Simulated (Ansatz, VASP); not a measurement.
## One calculation of RbBi, two programs

INCAR

```
ALGO = Normal
EDIFF = 1E-7
ENCUT = 520
ISIF = 2
ISMEAR = 1
LASPH = T
LCHARG = F
LREAL = F
LWAVE = F
NBANDS = 19
NELM = 80
PREC = Accurate
SIGMA = 0.1
```

Contents of KPOINTS:

```
k-points
0
Gamma
  7 7 9
```

Contents of POSCAR:

```
RbBi
1.0
    4.6852660000      0.0000000000      0.0000000000
    0.0000000000      4.6852660000      0.0000000000
    0.0000000000      0.0000000000      3.8588810000
Rb Bi
1 1
Direct
    0.5000000000      0.5000000000      0.5000000000
    0.0000000000      0.0000000000      0.0000000000
```

Input for Ansatz:

```yaml
crystal:
  lattice:
    - [4.685266, 0.0, 0.0]
    - [0.0, 4.685266, 0.0]
    - [0.0, 0.0, 3.858881]
  atoms:
    - { symbol: Rb, position: [0.5, 0.5, 0.5] }
    - { symbol: Bi, position: [0.0, 0.0, 0.0] }
kpoints:
  mp_grid:
    grid: [7, 7, 9]
hamiltonian:
  xc: lda
  pseudopotentials:
    kind: all_electron
    lapw: {}
scf:
  occupations:
    method: methfessel_paxton
    width: 0.1
output:
  forces: true
  stress: true
  eigenvalues: true
```

Alike in both runs: task single point; functional LDA; k mesh 7 × 7 × 9; occupations methfessel-paxton of order 1, width 0.1 eV; no spin polarisation.

```csv
,VASP,Ansatz
version,VASP 6.6.1,Ansatz 0.2.0
potentials or method,"VASP PAW LDA potentials, release 64 (Rb_sv, Bi_d), cutoff 520 eV",all-electron (LAPW or listed datasets)
```

Ansatz gave:

- gap on the k mesh at the Fermi level (eV): none
- pressure (GPa): -2.5
- traceless stress, the component that is largest in VASP (GPa): -1.04

Problem. Which values does VASP return?

Solution. gap on the k mesh at the Fermi level (eV): none; pressure (GPa): -2.5; traceless stress, the component that is largest in VASP (GPa): -1.05.

LDA's correlation is that of Perdew and Zunger in VASP and of Perdew and Wang (1992) in Ansatz. A gap of «none» marks a metal or a gap that the smearing closes. Ansatz ran all-electron here, and VASP with PAW potentials.

Neither program's run includes spin-orbit coupling.
